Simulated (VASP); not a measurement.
Here is a VASP 6.6.1 calculation.

The input INCAR:

```
SYSTEM = AlN
PREC = Accurate ; ENCUT = 700
EDIFF = 1E-6 ; ISMEAR = 0
SIGMA = 0.01 ; LREAL = .False.
LASPH = .True. ; NELM = 120
ALGO = Normal ; ISIF = 2
LWAVE = .False. ; LCHARG = .True.
GGA = PE ; LELF = .True.
LVHAR = .True. ; NBANDS = 16
GGA_COMPAT = .False. ; ISYM = -1
```

Contents of KPOINTS:

```
explicit points
8
Reciprocal
  0.12500000   0.12500000   0.12500000 1
  0.12500000   0.12500000   0.62500000 1
  0.12500000   0.62500000   0.12500000 1
  0.12500000   0.62500000   0.62500000 1
  0.62500000   0.12500000   0.12500000 1
  0.62500000   0.12500000   0.62500000 1
  0.62500000   0.62500000   0.12500000 1
  0.62500000   0.62500000   0.62500000 1
```

The input POSCAR:

```
AlN
1.0
    3.1297569543      0.0000000304      0.0000000000
   -1.5648785043      2.7104490154      0.0000000000
    0.0000000000      0.0000000000      5.0174032950
Al N
2 2
Direct
    0.6671048057      0.3329323772      0.5000247806
    0.3329323772      0.6671048057      0.0000247806
    0.6639230877      0.3360397294      0.8799752194
    0.3360397294      0.6639230877      0.3799752194
```

Potentials or basis: VASP PAW PBE potentials, release 64 (Al, N).

Command:

```bash
$ cat potpaw_PBE.64/Al/POTCAR potpaw_PBE.64/N/POTCAR > POTCAR
$ mpirun -np 1 vasp_std > vasp.out
```

(1) Estimate the band gap on the k mesh.

(2) Predict the pressure.

(3) Predict the largest force.

Answers

(1) 5.79 eV (least direct gap 6.36 eV).

(2) -0.8 GPa.

(3) 0.009 eV/Å.

Caveat: the stress differs along the axes, from -5 to 2 GPa; a shifted mesh leaves out Γ, where band edges can lie.
